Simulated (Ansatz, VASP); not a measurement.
## One calculation of CoO, two programs

Contents of INCAR:

```
SYSTEM = CoO
PREC     = Accurate       ! precision mode
ENCUT    = 520            ! plane-wave cutoff, eV
EDIFF    = 1E-8           ! SCF threshold, eV
ISMEAR   = -1             ! smearing method
SIGMA    = 0.05           ! smearing width, eV
LREAL    = .FALSE.        ! projectors in reciprocal space
LASPH    = .TRUE.         ! aspherical terms in the spheres
NELM     = 150            ! most SCF steps
ALGO     = Normal         ! electronic algorithm
ISIF     = 2              ! what is computed and relaxed
LWAVE    = .FALSE.        ! write WAVECAR
LCHARG   = .FALSE.        ! write CHGCAR
ISPIN    = 2              ! spin polarisation
MAGMOM   = 2 0            ! initial moments
LORBIT   = 11             ! projections on sites
LMAXMIX  = 4              ! l up to which the mixer works
GGA      = PS             ! functional
LEFG     = .TRUE.       
NBANDS   = 18             ! bands
```

The input KPOINTS:

```
regular mesh
0
G
  16 16 16
  0 0 0
```

Contents of POSCAR:

```
CoO
1.0
    0.0000000000      2.1315000000      2.1315000000
    2.1315000000      0.0000000000      2.1315000000
    2.1315000000      2.1315000000      0.0000000000
Co O
1 1
Direct
    0.0000000000      0.0000000000      0.0000000000
    0.5000000000      0.5000000000      0.5000000000
```

Input for Ansatz:

```yaml
crystal:
  lattice:
    - [0.0, 2.1315, 2.1315]
    - [2.1315, 0.0, 2.1315]
    - [2.1315, 2.1315, 0.0]
  atoms:
    - { symbol: Co, position: [0.0, 0.0, 0.0], spin: 2.0 }
    - { symbol: O, position: [0.5, 0.5, 0.5] }
magnetization:
  spin_polarized: true
kpoints:
  mp_grid: { grid: [16, 16, 16] }
  band_path:
    path:
      - [0.0, 0.0, 0.0]
      - [0.5, 0.0, 0.5]
      - [0.625, 0.25, 0.625]
      - [0.375, 0.375, 0.75]
      - [0.0, 0.0, 0.0]
      - [0.5, 0.5, 0.5]
      - [0.5, 0.25, 0.75]
      - [0.5, 0.0, 0.5]
    npoints: 14
scf:
  occupations: { method: fermi_dirac, width: 0.05 }
hamiltonian:
  xc: pbesol
  pseudopotentials: { kind: paw }
output:
  forces: true
  stress: true
  eigenvalues: true
  efg: { contact_densities: true }
  populations: true
  bader: true
  dos: { projected: true, de: 0.2, e_range: [-14, 8] }
  write_density: true
  write_potential: true
  elf: true
  volumetric_format: npy
```

Alike in both runs: task electric field gradients; functional PBEsol; k mesh 16 × 16 × 16; occupations fermi-dirac, width 0.05 eV; collinear spin.

|  | VASP | Ansatz |
| --- | --- | --- |
| version | VASP 6.6.1 | Ansatz 0.2.0 |
| potentials or method | VASP PAW PBE potentials, release 64 (Co, O) | PAW with Ansatz's default frozen-core files, scalar-relativistic |
| plane-wave cutoff (eV) | 520 | 420 |
| valence electrons in the cell | 15 | 23 |

```tsv
	VASP	Ansatz	Ansatz less VASP
pressure (GPa)	-11.2	-10.7	+0.49
net moment per atom (μB)	1.47	1.48	+0.010
size of the moment on the site where the two differ most (μB)	2.57	2.51	-0.065
```

VASP's potentials were made for PBE, not for PBEsol. Site moments also hang on the region over which each program counts them. With one functional, cell and mesh, what is left measures potentials, basis and numerics. VASP's potentials hold 15 valence electrons a cell and Ansatz's 23, so a difference there can come from the potentials and not from the codes.
